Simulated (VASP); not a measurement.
# TiB2 in VASP: single point with PBE

Aim: the single point of TiB2 with PBE.

Everything below comes from runs of VASP 6.6.1. Logs are shortened: lines on timing, memory, paths and dates and some standing lists are left out, and cuts for length are marked.

### 1 The cell of the first run

The cell holds a slab with vacuum, 9 atoms: a = 3.228 Å, b = 3.029 Å, c = 20.996 Å, α = 90.00°, β = 90.00°, γ = 90.00°.

### 2 Single point, PBE

INCAR reads:

```
PREC     = Accurate       # precision mode
ENCUT    = 420            # plane-wave cutoff, eV
EDIFF    = 1E-6           # SCF threshold, eV
ISMEAR   = -1             # smearing method
SIGMA    = 0.1            # smearing width, eV
LREAL    = F              # projectors in reciprocal space
LASPH    = T              # aspherical terms in the spheres
NELM     = 120            # most SCF steps
ALGO     = Normal         # electronic algorithm
ISIF     = 2              # what is computed and relaxed
LWAVE    = F              # write WAVECAR
LCHARG   = F              # write CHGCAR
LDIPOL   = T            
IDIPOL   = 3            
DIPOL    = 0.5 0.5 0.500
GGA      = PE             # functional
NBANDS   = 37             # bands
GGA_COMPAT= F            
NELMDL   = -8
```

KPOINTS reads:

```
regular mesh
0
Gamma
  5 6 1
```

POSCAR reads:

```
TiB2
1.0
    3.2284000000      0.0000000000      0.0000000000
    0.0000000000      3.0292000000      0.0000000000
    0.0000000000      0.0000000000     20.9956373333
Ti B
3 6
Direct
    0.0000000000      0.0000000000      0.3334025964
    0.0000000000      0.5000000000      0.4583506491
    0.0000000000      0.0000000000      0.5832987018
    0.5000000000      1.0000000000      0.4167012982
    0.5000000000      0.5000000000      0.3750519473
    0.5000000000      0.5000000000      0.5416493509
    0.5000000000      1.0000000000      0.5000000000
    0.5000000000      1.0000000000      0.6665974036
    0.5000000000      0.5000000000      0.6249480527
```

Potentials or basis: VASP PAW PBE potentials, release 64 (Ti_sv, B).

Started as:

```sh
> cat potpaw_PBE.64/Ti_sv/POTCAR potpaw_PBE.64/B/POTCAR > POTCAR
> mpirun -np 1 vasp_std > vasp.out
```

OUTCAR:

```text
PREC = Accurate
   ENCUT = 420
   EDIFF = 1E-6
   ISMEAR = -1
   LREAL = F
   LASPH = T
   NELM = 120
   ISIF = 2
   GGA = PE
   NELMDL = -8

 ion  position               nearest neighbor table
   1  0.000  0.000  0.333-   4 2.38   4 2.38   5 2.38   5 2.38   5 2.38   5 2.38
   2  0.000  0.500  0.458-   5 2.38   5 2.38   6 2.38   6 2.38   4 2.38   4 2.38   4 2.38   4 2.38
                             7 2.38   7 2.38   7 2.38   7 2.38
   3  0.000  0.000  0.583-   7 2.38   7 2.38   8 2.38   8 2.38   6 2.38   6 2.38   6 2.38   6 2.38
                             9 2.38   9 2.38   9 2.38   9 2.38
   4  0.500  0.000  0.417-   7 1.75   5 1.75   5 1.75   1 2.38   1 2.38   2 2.38   2 2.38   2 2.38
                             2 2.38
   5  0.500  0.500  0.375-   4 1.75   4 1.75   2 2.38   2 2.38   1 2.38   1 2.38   1 2.38   1 2.38

   6  0.500  0.500  0.542-   9 1.75   7 1.75   7 1.75   2 2.38   2 2.38   3 2.38   3 2.38   3 2.38
                             3 2.38
   7  0.500  0.000  0.500-   4 1.75   6 1.75   6 1.75   3 2.38   3 2.38   2 2.38   2 2.38   2 2.38
                             2 2.38
   8  0.500  0.000  0.667-   9 1.75   9 1.75   3 2.38   3 2.38
   9  0.500  0.500  0.625-   6 1.75   8 1.75   8 1.75   3 2.38   3 2.38   3 2.38   3 2.38

  LATTYP: Found a simple orthorhombic cell.
 ALAT       =     3.0292000000
 B/A-ratio  =     1.0657599366
 C/A-ratio  =     6.9310832343

  Lattice vectors:

 A1 = (   0.0000000000,  -3.0292000000,   0.0000000000)
 A2 = (   3.2284000000,   0.0000000000,   0.0000000000)
 A3 = (   0.0000000000,   0.0000000000,  20.9956373333)

Analysis of symmetry for initial positions (statically):
=====================================================================
 Subroutine PRICEL returns:
 Original cell was already a primitive cell.

 Routine SETGRP: Setting up the symmetry group for a
 simple orthorhombic supercell.

 Subroutine GETGRP returns: Found  4 space group operations
 (whereof  4 operations were pure point group operations)
 out of a pool of  8 trial point group operations.

The static configuration has the point symmetry C_2v.

Analysis of symmetry for dynamics (positions and initial velocities):
=====================================================================
 Subroutine PRICEL returns:
 Original cell was already a primitive cell.

 Routine SETGRP: Setting up the symmetry group for a
 simple orthorhombic supercell.

 Subroutine GETGRP returns: Found  4 space group operations
 (whereof  4 operations were pure point group operations)
 out of a pool of  8 trial point group operations.

The dynamic configuration has the point symmetry C_2v.

 Subroutine INISYM returns: Found  4 space group operations
 (whereof  4 operations are pure point group operations),
 and found     1 'primitive' translations

----------------------------------------------------------------------------------------

                                     Primitive cell

  volume of cell :     205.3262

  direct lattice vectors                    reciprocal lattice vectors
     3.228400000  0.000000000  0.000000000     0.309750960  0.000000000  0.000000000
     0.000000000  3.029200000  0.000000000     0.000000000  0.330120164  0.000000000
     0.000000000  0.000000000 20.995637333     0.000000000  0.000000000  0.047628942

  length of vectors
     3.228400000  3.029200000 20.995637333     0.309750960  0.330120164  0.047628942

  position of ions in fractional coordinates (direct lattice)
     0.000000000  0.000000000  0.333402596
     0.000000000  0.500000000  0.458350649
     0.000000000  0.000000000  0.583298702
     0.500000000  0.000000000  0.416701298
     0.500000000  0.500000000  0.375051947
     0.500000000  0.500000000  0.541649351
     0.500000000  0.000000000  0.500000000
     0.500000000  0.000000000  0.666597404
     0.500000000  0.500000000  0.624948053

  ion indices of the primitive-cell ions
   primitive index   ion index
                 1           1
                 2           2
                 3           3
                 4           4
                 5           5
                 6           6
                 7           7
                 8           8
                 9           9

----------------------------------------------------------------------------------------

 KPOINTS: regular mesh

Automatic generation of k-mesh.
 Grid dimensions read from file:
 generate k-points for:    5    6    1

 Generating k-lattice:

  Cartesian coordinates                     Fractional coordinates (reciprocal lattice)
     0.061950192  0.000000000  0.000000000     0.200000000  0.000000000  0.000000000
     0.000000000  0.055020027  0.000000000     0.000000000  0.166666667  0.000000000
     0.000000000  0.000000000  0.047628942     0.000000000  0.000000000  1.000000000

  Length of vectors
     0.061950192  0.055020027  0.047628942

  Shift w.r.t. Gamma in fractional coordinates (k-lattice)
     0.000000000  0.000000000  0.000000000

 Subroutine IBZKPT returns following result:
 ===========================================

 Found     12 irreducible k-points:

 Following reciprocal coordinates:
            Coordinates               Weight
  0.000000  0.000000  0.000000      1.000000
  0.200000  0.000000  0.000000      2.000000
  0.400000  0.000000  0.000000      2.000000
  0.000000  0.166667  0.000000      2.000000
  0.200000  0.166667  0.000000      4.000000
  0.400000  0.166667  0.000000      4.000000
  0.000000  0.333333  0.000000      2.000000
  0.200000  0.333333  0.000000      4.000000
  0.400000  0.333333  0.000000      4.000000
  0.000000  0.500000  0.000000      1.000000
  0.200000  0.500000  0.000000      2.000000
  0.400000  0.500000  0.000000      2.000000
   k-points           NKPTS =     12   k-points in BZ     NKDIM =     12   number of bands    NBANDS=     37
   number of dos      NEDOS =    301   number of ions     NIONS =      9
   total plane-waves  NPLWV =  67200
   dimension x,y,z NGX =    24 NGY =   20 NGZ =  140
   dimension x,y,z NGXF=    48 NGYF=   40 NGZF=  280
   ions per type =               3   6
   NGX,Y,Z   is equivalent  to a cutoff of  12.36, 10.98, 11.09 a.u.
   NGXF,Y,Z  is equivalent  to a cutoff of  24.72, 21.95, 22.17 a.u.
 SYSTEM =  unknown system
   PREC   = accura    normal or accurate (medium, high low for compatibility)
   ISTART =      0    job   : 0-new  1-cont  2-samecut
   ICHARG =      2    charge: 1-file 2-atom 10-const
   ISPIN  =      1    spin polarized calculation?
   LNONCOLLINEAR =      F non collinear calculations
   LSORBIT =      F    spin-orbit coupling
   LASPH  =      T    aspherical Exc in radial PAW
   ENCUT  =  420.0 eV  30.87 Ry    5.56 a.u.   5.39  5.06 35.08*2*pi/ulx,y,z
   NELM   =    120;   NELMIN=  2; NELMDL= -8     # of ELM steps
   EDIFF  = 0.1E-05   stopping-criterion for ELM
   LREAL  =      F    real-space projection
   EDIFFG = 0.1E-04   stopping-criterion for IOM
   NSW    =      0    number of steps for IOM
   IBRION =     -1    ionic relax: 0-MD 1-quasi-New 2-CG
   NFREE  =      0    steps in history (QN), initial steepest desc. (CG)
   ISIF   =      2    stress and relaxation
   ISYM   =      2    0-nonsym 1-usesym 2-fastsym
   POTIM  = 0.5000    time-step for ionic-motion
   TEBEG  =    0.0;   TEEND  =   0.0 temperature during run
   PSTRESS=    0.0 pullay stress
   NELECT =      54.0000    total number of electrons
   NUPDOWN=      -1.0000    fix difference up-down
   EMIN   =  10.00;   EMAX   =-10.00  energy-range for DOS
   EFERMI =   0.00;   METHOD = LEGACY
   ISMEAR =    -1;   SIGMA  =   0.10  broadening in eV -4-tet -1-fermi 0-gaus
   EFERMI_NEDOS =   21; number of points for ismear=-14 and -15
   IALGO  =     38    algorithm
   IMIX   =      4    mixing-type and parameters
     AMIX     =   0.40;   BMIX     =  1.00
     AMIX_MAG =   1.60;   BMIX_MAG =  1.00
  volume/ion in A,a.u.               =      22.81       153.96
  Fermi-wavevector in a.u.,A,eV,Ry     =   1.048877  1.982090 14.968359  1.100143
  Thomas-Fermi vector in A             =   2.183817
   LORBIT       =      0    0 simple, 1 ext, 2 COOP (PROOUT), +10 PAW based schemes
   GGA     = PE    functional components
   LHFCALC =     F    Hartree Fock is set to
   AEXX    =    0.0000 exact exchange contribution
   IVDW    =     0    specifies the selected vdW correction
   LEPSILON=     F    determine dielectric tensor
   LRPA    =     F    only Hartree local field effects (RPA)
 non-spin polarized calculation
  energy-cutoff  :      420.00
  volume of cell :      205.33
 maximum number of plane-waves:      4044
 NGX is ok and might be reduce to    24
   NGX = 11   NGY = 11   NGZ = 71

 dipolmoment           0.000000      0.000000     -0.537590 electrons x Angstroem

 number of electron      53.9999991 magnetization

 dipolmoment           0.000000      0.000000      0.051619 electrons x Angstroem

 Free energy of the ion-electron system (eV)
  ---------------------------------------------------
  ext. energy  EPLUGINS =         0.00000000
  ---------------------------------------------------
  free energy    TOTEN  =       -67.29476232 eV

  energy without entropy =      -67.13910131  energy(sigma->0) =      -67.21693181

 E-fermi :   1.0813     XC(G=0):  -5.9940

 val. band max:        1.0538627857   @ k =   0.0000   0.1667   0.0000
 cond. band min:       1.0878566796   @ k =   0.2000   0.0000   0.0000
 fundamental gap:      0.0339938939
 Fermi energy:         1.0812587442

 k-point     1 :       0.0000    0.0000    0.0000
  band No.  band energies     occupation
      1     -56.1613      2.00000
      2     -55.6908      2.00000
      3     -55.4864      2.00000
      4     -32.6056      2.00000
      5     -32.3195      2.00000
      6     -32.2011      2.00000
[... 29 lines left out ...]
     36       3.9927      0.00000
     37       4.1131      0.00000
[... 438 lines left out ...]
     36       4.7521      0.00000
     37       5.3099      0.00000

------------------------ aborting loop because EDIFF is reached ----------------------------------------

 vacuum level on the upper side and lower side of the slab       (xc-potential included)         0.245        -0.790

  FORCE on cell =-STRESS in cart. coord.  units (eV):
  Direction    XX          YY          ZZ          XY          YZ          ZX
  --------------------------------------------------------------------------------------
  -------------------------------------------------------------------------------------
  Total       -3.0310422     -2.6758693     -5.3516847      0.0000000      0.0000000      0.0000000
  in kB      -23.6514743    -20.8800304    -41.7596403      0.0000000      0.0000000      0.0000000
  external PRESSURE =     -28.7637150 kB  Pullay stress =       0.0000000 kB

 VOLUME and BASIS-vectors are now :
 -----------------------------------------------------------------------------
  energy-cutoff  :      420.00
  volume of cell :      205.33
      direct lattice vectors                 reciprocal lattice vectors
     3.228400000  0.000000000  0.000000000     0.309750960  0.000000000  0.000000000
     0.000000000  3.029200000  0.000000000     0.000000000  0.330120164  0.000000000
     0.000000000  0.000000000 20.995637333     0.000000000  0.000000000  0.047628942

 POSITION                                       TOTAL-FORCE (eV/Angst)
 -----------------------------------------------------------------------------------
      0.00000      0.00000      7.00000         0.000000      0.000000      1.323604
      0.00000      1.51460      9.62336         0.000000      0.000000     -0.461260
      0.00000      0.00000     12.24673         0.000000      0.000000      0.615959
      1.61420      0.00000      8.74891         0.000000      0.000000     -0.749201
      1.61420      1.51460      7.87445         0.000000      0.000000     -0.477607
      1.61420      1.51460     11.37227         0.000000      0.000000      0.162098
      1.61420      0.00000     10.49782         0.000000      0.000000      0.325284
      1.61420      0.00000     13.99564         0.000000      0.000000     -3.177802
      1.61420      1.51460     13.12118         0.000000      0.000000      2.438923
 -----------------------------------------------------------------------------------
    total drift:                                0.000000      0.000000      0.001010

  FREE ENERGIE OF THE ION-ELECTRON SYSTEM (eV)
  ---------------------------------------------------
  free  energy   TOTEN  =       -67.2947623192 eV

  energy  without entropy=      -67.1391013065  energy(sigma->0) =      -67.21693181

 vacuum level on the upper side and lower side of the slab         5.653         4.605
```

It took 2.8 min on 1 thread of AMD EPYC 7R43 (Zen 3), shared host; peak memory 0.22 GiB.

Results:

```
Free energy            : -67.2948 eV
Largest force          : 3.178 eV/Å
Band gap on the k mesh : zero (bands 27 and 28 overlap by 0.47 eV)
```

Forces on the atoms (eV/Å):
```
Ti   0.000  0.000  1.324
Ti   0.000  0.000 -0.461
Ti   0.000  0.000  0.616
B    0.000  0.000 -0.749
B    0.000  0.000 -0.478
B    0.000  0.000  0.162
B    0.000  0.000  0.325
B    0.000  0.000 -3.178
B    0.000  0.000  2.439
```

Caveat: the k points lie up to 0.39 Å⁻¹ apart.

The gap in the log of VASP goes by the Fermi energy; the results here count the filled bands.